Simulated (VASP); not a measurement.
# Ir (Fm-3m) in VASP: further runs

Aim: see how the results for Ir move with the level of theory and the settings. Levels: PBEsol+D4, RPBE+D3(BJ), PBEsol. Tasks: single point.

Program: VASP 6.6.1. These are calculated values, not measurements. Logs are shortened: lines on timing, memory, paths and dates and some standing lists are left out, and cuts for length are marked.

### Step 1. The cell of the first run

Symmetry: Fm-3m, No. 225, cubic system. The conventional cell has a = 3.811 Å, b = 3.811 Å, c = 3.811 Å, α = 90.00°, β = 90.00°, γ = 90.00°. Within 3.6 Å of Ir (site symmetry m-3m) lie 12 Ir at 2.69 Å.

### Step 2. Single point, PBEsol+D4

Contents of INCAR:

```
SYSTEM = Ir
PREC = Accurate
ENCUT = 500
EDIFF = 1E-6
ISMEAR = -1
SIGMA = 0.05
LREAL = .False.
LASPH = .True.
NELM = 120
ALGO = Normal
ISIF = 2
LWAVE = .False.
LCHARG = .False.
GGA = PS
IVDW = 13
NBANDS = 14
GGA_COMPAT = .False.
```

Contents of KPOINTS:

```
Automatic mesh
0
Gamma
  12 12 12
  0 0 0
```

Contents of POSCAR:

```
Ir
1.0
    0.0000000000      1.9055892653      1.9055892653
    1.9055892653      0.0000000000      1.9055892653
    1.9055892653      1.9055892653      0.0000000000
Ir
1
Direct
    0.0000000000      0.0000000000      0.0000000000
```

Potentials or basis: VASP PAW PBE potentials, release 64 (Ir_sv_GW).

Command:

```bash
$ cat potpaw_PBE.64/Ir_sv_GW/POTCAR > POTCAR
$ mpirun -np 1 vasp_std > vasp.out
```

OUTCAR:

```text
SYSTEM = Ir
   PREC = Accurate
   ENCUT = 500
   EDIFF = 1E-6
   ISMEAR = -1
   LREAL = .False.
   LASPH = .True.
   NELM = 120
   ISIF = 2
   GGA = PS
   IVDW = 13

 ion  position               nearest neighbor table
   1  0.000  0.000  0.000-

  LATTYP: Found a face centered cubic cell.
 ALAT       =     3.8111785306

  Lattice vectors:

 A1 = (   0.0000000000,   1.9055892653,   1.9055892653)
 A2 = (   1.9055892653,   0.0000000000,   1.9055892653)
 A3 = (   1.9055892653,   1.9055892653,   0.0000000000)

Analysis of symmetry for initial positions (statically):
[... 5 lines left out ...]
 face centered cubic supercell.

 Subroutine GETGRP returns: Found 48 space group operations
 (whereof 48 operations were pure point group operations)
 out of a pool of 48 trial point group operations.

The static configuration has the point symmetry O_h .

Analysis of symmetry for dynamics (positions and initial velocities):
[... 5 lines left out ...]
 face centered cubic supercell.

 Subroutine GETGRP returns: Found 48 space group operations
 (whereof 48 operations were pure point group operations)
 out of a pool of 48 trial point group operations.

The dynamic configuration has the point symmetry O_h .

 Subroutine INISYM returns: Found 48 space group operations
 (whereof 48 operations are pure point group operations),
 and found     1 'primitive' translations

----------------------------------------------------------------------------------------

                                     Primitive cell

  volume of cell :      13.8394

  direct lattice vectors                    reciprocal lattice vectors
     0.000000000  1.905589265  1.905589265    -0.262386029  0.262386029  0.262386029
     1.905589265  0.000000000  1.905589265     0.262386029 -0.262386029  0.262386029
     1.905589265  1.905589265  0.000000000     0.262386029  0.262386029 -0.262386029

  length of vectors
     2.694910183  2.694910183  2.694910183     0.454465933  0.454465933  0.454465933

  position of ions in fractional coordinates (direct lattice)
     0.000000000  0.000000000  0.000000000

  ion indices of the primitive-cell ions
   primitive index   ion index
                 1           1

----------------------------------------------------------------------------------------

 KPOINTS: Automatic mesh

Automatic generation of k-mesh.
 Grid dimensions read from file:
 generate k-points for:   12   12   12

 Generating k-lattice:

  Cartesian coordinates                     Fractional coordinates (reciprocal lattice)
    -0.021865502  0.021865502  0.021865502     0.083333333  0.000000000  0.000000000
     0.021865502 -0.021865502  0.021865502     0.000000000  0.083333333  0.000000000
     0.021865502  0.021865502 -0.021865502     0.000000000  0.000000000  0.083333333

  Length of vectors
     0.037872161  0.037872161  0.037872161

  Shift w.r.t. Gamma in fractional coordinates (k-lattice)
     0.000000000  0.000000000  0.000000000

 Subroutine IBZKPT returns following result:
 ===========================================

 Found     72 irreducible k-points:

 Following reciprocal coordinates:
            Coordinates               Weight
  0.000000  0.000000  0.000000      1.000000
  0.083333  0.000000  0.000000      8.000000
  0.166667  0.000000  0.000000      8.000000
  0.250000  0.000000  0.000000      8.000000
  0.333333  0.000000  0.000000      8.000000
  0.416667  0.000000  0.000000      8.000000
[... 16 lines left out ...]
  0.500000  0.166667  0.000000     24.000000
 -0.416667  0.166667  0.000000     24.000000
 [... further k-points ...]
   k-points           NKPTS =     72   k-points in BZ     NKDIM =     72   number of bands    NBANDS=     14
   number of dos      NEDOS =    301   number of ions     NIONS =      1
   total plane-waves  NPLWV =   8000
   dimension x,y,z NGX =    20 NGY =   20 NGZ =   20
   dimension x,y,z NGXF=    40 NGYF=   40 NGZF=   40
   ions per type =               1
   NGX,Y,Z   is equivalent  to a cutoff of  12.34, 12.34, 12.34 a.u.
   NGXF,Y,Z  is equivalent  to a cutoff of  24.68, 24.68, 24.68 a.u.
 SYSTEM =  Ir
   PREC   = accura    normal or accurate (medium, high low for compatibility)
   ISTART =      0    job   : 0-new  1-cont  2-samecut
   ICHARG =      2    charge: 1-file 2-atom 10-const
   ISPIN  =      1    spin polarized calculation?
   LNONCOLLINEAR =      F non collinear calculations
   LSORBIT =      F    spin-orbit coupling
   LASPH  =      T    aspherical Exc in radial PAW
   ENCUT  =  500.0 eV  36.75 Ry    6.06 a.u.   4.91  4.91  4.91*2*pi/ulx,y,z
   NELM   =    120;   NELMIN=  2; NELMDL= -5     # of ELM steps
   EDIFF  = 0.1E-05   stopping-criterion for ELM
   LREAL  =      F    real-space projection
   EDIFFG = 0.1E-04   stopping-criterion for IOM
   NSW    =      0    number of steps for IOM
   IBRION =     -1    ionic relax: 0-MD 1-quasi-New 2-CG
   NFREE  =      0    steps in history (QN), initial steepest desc. (CG)
   ISIF   =      2    stress and relaxation
   ISYM   =      2    0-nonsym 1-usesym 2-fastsym
   POTIM  = 0.5000    time-step for ionic-motion
   TEBEG  =    0.0;   TEEND  =   0.0 temperature during run
   PSTRESS=    0.0 pullay stress
   NELECT =      17.0000    total number of electrons
   NUPDOWN=      -1.0000    fix difference up-down
   EMIN   =  10.00;   EMAX   =-10.00  energy-range for DOS
[... 5 lines left out ...]
     AMIX     =   0.40;   BMIX     =  1.00
     AMIX_MAG =   1.60;   BMIX_MAG =  1.00
  volume/ion in A,a.u.               =      13.84        93.39
  Fermi-wavevector in a.u.,A,eV,Ry     =   1.753282  3.313223 41.824292  3.073999
  Thomas-Fermi vector in A             =   2.823448
   LORBIT       =      0    0 simple, 1 ext, 2 COOP (PROOUT), +10 PAW based schemes
   GGA     = PS    functional components
   LHFCALC =     F    Hartree Fock is set to
   AEXX    =    0.0000 exact exchange contribution
   IVDW    =    13    specifies the selected vdW correction
   LEPSILON=     F    determine dielectric tensor
   LRPA    =     F    only Hartree local field effects (RPA)
 non-spin polarized calculation
  energy-cutoff  :      500.00
  volume of cell :       13.84
 maximum number of plane-waves:       363
   NGX =  9   NGY =  9   NGZ =  9

 number of electron      17.0000000 magnetization

 Free energy of the ion-electron system (eV)
  ---------------------------------------------------
  ext. energy  EPLUGINS =         0.00000000
  ---------------------------------------------------
  free energy    TOTEN  =       -10.41293305 eV

  energy without entropy =      -10.40835401  energy(sigma->0) =      -10.41064353

 E-fermi :  13.2081     XC(G=0): -14.8489

 val. band max:       13.1826055790   @ k =   0.3333   0.0833   0.0000
 cond. band min:      13.2086529828   @ k =  -0.2500   0.0833   0.0000
 fundamental gap:      0.0260474038
 Fermi energy:        13.2081127027

 k-point     1 :       0.0000    0.0000    0.0000
  band No.  band energies     occupation
      1     -79.8998      2.00000
      2     -36.2833      2.00000
      3     -36.2833      2.00000
      4     -36.2833      2.00000
      5       1.7659      2.00000
      6       9.1397      2.00000
      7       9.1397      2.00000
      8       9.1397      2.00000
      9      11.9446      2.00000
     10      11.9446      2.00000
     11      26.6927      0.00000
     12      32.3168      0.00000
     13      32.3168      0.00000
     14      32.3168      0.00000

 k-point     2 :       0.0833    0.0000    0.0000
  band No.  band energies     occupation
      1     -79.8948      2.00000
      2     -36.3423      2.00000
      3     -36.2910      2.00000
      4     -36.2910      2.00000
      5       2.0815      2.00000
      6       8.9720      2.00000
      7       9.2733      2.00000
      8       9.2733      2.00000
      9      11.8578      2.00000
     10      11.8578      2.00000
     11      27.2418      0.00000
     12      31.0343      0.00000
     13      32.8524      0.00000
     14      32.8524      0.00000

 k-point     3 :       0.1667    0.0000    0.0000
  band No.  band energies     occupation
      1     -79.8821      2.00000
      2     -36.5039      2.00000
      3     -36.3135      2.00000
      4     -36.3135      2.00000
      5       2.9440      2.00000
      6       8.6364      2.00000
      7       9.5448      2.00000
      8       9.5448      2.00000
      9      11.7710      2.00000
     10      11.7710      2.00000
     11      28.3701      0.00000
     12      29.1081      0.00000
     13      34.3660      0.00000
     14      34.3660      0.00000

 k-point     4 :       0.2500    0.0000    0.0000
  band No.  band energies     occupation
      1     -79.8642      2.00000
      2     -36.7188      2.00000
      3     -36.3442      2.00000
      4     -36.3442      2.00000
      5       4.0202      2.00000
      6       8.6079      2.00000
      7       9.5960      2.00000
      8       9.5960      2.00000
      9      12.1153      2.00000
     10      12.1153      2.00000
     11      26.6510      0.00000
     12      29.5690      0.00000
     13      36.5613      0.00000
     14      36.5613      0.00000

 k-point     5 :       0.3333    0.0000    0.0000
  band No.  band energies     occupation
      1     -79.8459      2.00000
      2     -36.9286      2.00000
      3     -36.3738      2.00000
      4     -36.3738      2.00000
      5       4.6864      2.00000
      6       9.3654      2.00000
      7       9.3654      2.00000
      8       9.5346      2.00000
      9      12.9353      1.99150
     10      12.9353      1.99150
     11      24.4415      0.00000
     12      28.2301      0.00000
     13      35.4369      0.00000
     14      35.4369      0.00000

 k-point     6 :       0.4167    0.0000    0.0000
  band No.  band energies     occupation
      1     -79.8328      2.00000
      2     -37.0811      2.00000
      3     -36.3956      2.00000
      4     -36.3956      2.00000
      5       4.8155      2.00000
      6       9.1254      2.00000
      7       9.1254      2.00000
      8      11.2671      2.00000
      9      13.7655      0.00003
     10      13.7655      0.00003
     11      21.9800      0.00000
     12      26.8109      0.00000
     13      33.2228      0.00000
     14      33.2228      0.00000

 k-point     7 :       0.5000    0.0000    0.0000
  band No.  band energies     occupation
      1     -79.8275      2.00000
      2     -37.1353      2.00000
      3     -36.4027      2.00000
      4     -36.4027      2.00000
      5       4.8062      2.00000
      6       9.0320      2.00000
      7       9.0320      2.00000
      8      12.3133      2.00000
      9      14.1200      0.00000
     10      14.1200      0.00000
     11      20.6497      0.00000
     12      26.3536      0.00000
     13      32.4025      0.00000
     14      32.4025      0.00000
[... 205 lines left out ...]
 k-point    20 :       0.2500    0.1667    0.0000
  band No.  band energies     occupation
      1     -79.8625      2.00000
      2     -36.6353      2.00000
      3     -36.4004      2.00000
      4     -36.3950      2.00000
      5       4.2465      2.00000
      6       7.6172      2.00000
      7       9.8306      2.00000
      8      10.4648      2.00000
      9      11.1102      2.00000
     10      12.7357      1.99984
     11      29.3589      0.00000
     12      30.7945      0.00000
     13      32.6387      0.00000
     14      33.2134      0.00000

 k-point    21 :       0.3333    0.1667    0.0000
  band No.  band energies     occupation
      1     -79.8458      2.00000
      2     -36.8082      2.00000
      3     -36.4351      2.00000
      4     -36.4324      2.00000
      5       5.1990      2.00000
      6       7.5831      2.00000
      7       9.1954      2.00000
      8      10.4848      2.00000
      9      12.4870      2.00000
     10      13.3675      0.07927
     11      26.9033      0.00000
     12      30.3580      0.00000
     13      32.1765      0.00000
     14      33.7451      0.00000

 k-point    22 :       0.4167    0.1667    0.0000
  band No.  band energies     occupation
      1     -79.8311      2.00000
      2     -36.9604      2.00000
      3     -36.4851      2.00000
      4     -36.4516      2.00000
      5       5.6277      2.00000
      6       8.1824      2.00000
      7       8.9002      2.00000
      8      10.2464      2.00000
      9      14.0333      0.00000
     10      14.3502      0.00000
     11      23.7457      0.00000
     12      28.9595      0.00000
     13      31.3616      0.00000
     14      33.6012      0.00000

 k-point    23 :       0.5000    0.1667    0.0000
  band No.  band energies     occupation
      1     -79.8220      2.00000
      2     -37.0516      2.00000
      3     -36.5311      2.00000
      4     -36.4526      2.00000
      5       5.7030      2.00000
      6       8.2101      2.00000
      7       9.7195      2.00000
      8       9.9988      2.00000
      9      14.2025      0.00000
     10      16.4214      0.00000
     11      20.8624      0.00000
     12      28.2205      0.00000
     13      31.2592      0.00000
     14      31.9337      0.00000

 k-point    24 :      -0.4167    0.1667    0.0000
  band No.  band energies     occupation
      1     -79.8209      2.00000
      2     -37.0592      2.00000
      3     -36.5595      2.00000
      4     -36.4352      2.00000
      5       5.7761      2.00000
      6       8.2349      2.00000
      7       9.8823      2.00000
      8      10.0705      2.00000
      9      13.6449      0.00032
     10      17.0252      0.00000
     11      20.5735      0.00000
     12      28.1107      0.00000
     13      30.5045      0.00000
     14      32.4889      0.00000

 [... further k-points ...]

------------------------ aborting loop because EDIFF is reached ----------------------------------------

  DFT-D4 for vdW energy calculation

  Edisp (eV):   -0.54936

  FORCE on cell =-STRESS in cart. coord.  units (eV):
  Direction    XX          YY          ZZ          XY          YZ          ZX
  --------------------------------------------------------------------------------------
  -------------------------------------------------------------------------------------
  Total      -0.28760    -0.28760    -0.28760    -0.00000    -0.00000     0.00000
  in kB     -33.29550   -33.29550   -33.29550    -0.00000    -0.00000     0.00000
  external pressure =      -33.30 kB  Pullay stress =        0.00 kB

 VOLUME and BASIS-vectors are now :
 -----------------------------------------------------------------------------
  energy-cutoff  :      500.00
  volume of cell :       13.84
      direct lattice vectors                 reciprocal lattice vectors
     0.000000000  1.905589265  1.905589265    -0.262386029  0.262386029  0.262386029
     1.905589265  0.000000000  1.905589265     0.262386029 -0.262386029  0.262386029
     1.905589265  1.905589265  0.000000000     0.262386029  0.262386029 -0.262386029

 POSITION                                       TOTAL-FORCE (eV/Angst)
 -----------------------------------------------------------------------------------
      0.00000      0.00000      0.00000        -0.000000      0.000000      0.000000
 -----------------------------------------------------------------------------------
    total drift:                                0.000000     -0.000000      0.000000

  FREE ENERGIE OF THE ION-ELECTRON SYSTEM (eV)
  ---------------------------------------------------
  free  energy   TOTEN  =       -10.9622949892 eV

  energy  without entropy=      -10.9577159495  energy(sigma->0) =      -10.96000547
```

It took 9 s on 1 thread of Intel Xeon Platinum 8559C (Emerald Rapids), shared host; peak memory 0.13 GiB.

What came out:

```yaml
Free_energy: -10.9623 eV
Pressure: -3.3 GPa
Dispersion_energy_per_atom: -0.549 eV
```

Caveat: the PAW data sets were made with another functional, which shifts forces and pressure a little; spin-orbit coupling is left out, which moves the levels of the heavy elements; pairwise dispersion overbinds metals, which lowers pressure and volume.

### Step 3. Single point, RPBE+D3(BJ)

This run uses another cell than the first one, of 12.97 Å³/atom, 0.937 times its volume.

Contents of INCAR:

```
SYSTEM = Ir
PREC = Accurate
ENCUT = 500
EDIFF = 1E-6
ISMEAR = -1
SIGMA = 0.05
LREAL = .FALSE.
LASPH = .TRUE.
NELM = 120
ALGO = Normal
ISIF = 2
LWAVE = .FALSE.
LCHARG = .TRUE.
GGA = RP
IVDW = 12
LELF = .TRUE.
LVHAR = .TRUE.
NBANDS = 14
GGA_COMPAT = .FALSE.
```

Contents of KPOINTS:

```
Automatic mesh
0
G
  12 12 12
  0 0 0
```

Contents of POSCAR:

```
Ir
1.0
    0.0000000000      1.8647022108      1.8647022108
    1.8647022108      0.0000000000      1.8647022108
    1.8647022108      1.8647022108      0.0000000000
Ir
1
Direct
    0.0000000000      0.0000000000      0.0000000000
```

Potentials or basis: VASP PAW PBE potentials, release 64 (Ir_sv_GW).

Command:

```bash
$ cat potpaw_PBE.64/Ir_sv_GW/POTCAR > POTCAR
$ mpirun -np 1 vasp_std > vasp.out
```

It took 12 s on 1 thread of Intel Xeon 6975P-C (Granite Rapids), shared host; peak memory 0.14 GiB.

Results (log left out):

```yaml
Free_energy: -13.0440 eV
Pressure: -3.8 GPa
Dispersion_energy_per_atom: -4.576 eV
```

Levels at points of the mesh, in eV from the Fermi level:
```
           k point  band 5  band 6  band 7  band 8  band 9  band 10  band 11  band 12
(0.00, 0.00, 0.00)  -12.08   -4.47   -4.47   -4.47   -1.40    -1.40    13.26    19.29
(0.50, 0.00, 0.00)   -9.09   -4.61   -4.61   -1.00    1.02     1.02     8.23    12.96
(0.50, 0.50, 0.00)   -9.02   -8.39    0.98    1.67    1.70     1.70    11.82    11.84
```

Caveat: the PAW data sets were made with another functional, which shifts forces and pressure a little; spin-orbit coupling is left out, which moves the levels of the heavy elements; pairwise dispersion overbinds metals, which lowers pressure and volume.

(Continued in part 2 of 2.)
